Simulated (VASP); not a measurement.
CsSnBr3:

```
Cs Sn Br
1.0
     5.84109    0.00000    0.00000
     0.00000    5.84109    0.00000
     0.00000    0.00000    5.84109
Cs Sn Br
1 1 3
Direct
  0.00000 0.00000 0.00000
  0.50000 0.50000 0.50000
  0.50000 0.00000 0.50000
  0.50000 0.50000 0.00000
  0.00000 0.50000 0.50000
```

Base run:

- Program: VASP 6.6.1
- Functional: r2SCAN
- Potentials or basis: VASP PAW PBE potentials, release 64 (Cs_sv, Sn_d, Br)
- Cutoff: 550 eV
- k mesh: 4 × 4 × 4
- Occupations: gaussian, width 0.01 eV
- Spin: no spin polarisation

Its results: band gap on the k mesh 0.69 eV, direct; pressure 0.0 GPa.

The run is repeated on the same cell with these changes: functional from r2SCAN to PBE; cutoff from 550 eV to 500 eV. What comes out?

Band gap on the k mesh 0.50 eV, direct; pressure 0.7 GPa.

r2SCAN gives the wider gap, since meta-GGAs in the generalised Kohn-Sham scheme recover part of the derivative discontinuity.

Caveats: spin-orbit coupling is left out, which moves the levels of the heavy elements; the PAW data sets were made with another functional, which shifts forces and pressure a little (some runs).

A k mesh can miss the band edges.
